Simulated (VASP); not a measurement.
Here is a VASP 6.6.1 calculation.

INCAR

```
SYSTEM = GaSb
ALGO = Normal
EDIFF = 1E-7
ENCUT = 520
GGA = PS
ISIF = 2
ISMEAR = -1
LASPH = .True.
LCHARG = .False.
LREAL = .False.
LWAVE = .False.
NBANDS = 16
NELM = 80
PREC = Accurate
SIGMA = 0.15
```

The input KPOINTS:

```
k-points
0
Gamma
  12 12 12
  0 0 0
```

POSCAR

```
GaSb
1.0
    0.0000000000      2.9893384297      2.9893384297
    2.9893384297      0.0000000000      2.9893384297
    2.9893384297      2.9893384297      0.0000000000
Ga Sb
1 1
Direct
    0.0000000000      0.0000000000      0.0000000000
    0.7500000000      0.7500000000      0.7500000000
```

Potentials or basis: VASP PAW PBE potentials, release 64 (Ga_d, Sb).

The run is started by

```bash
$ cat potpaw_PBE.64/Ga_d/POTCAR potpaw_PBE.64/Sb/POTCAR > POTCAR
$ mpirun -np 1 vasp_std > vasp.out
```

(1) Estimate the pressure.

(2) What does it give for the band gap on the k mesh?

Results:

(1) 4.1 GPa.

(2) 0.50 eV.

Caveat: the cell stands under pressure; the PAW data sets were made with another functional, which shifts forces and pressure a little; spin-orbit coupling is left out, which moves the levels of the heavy elements.
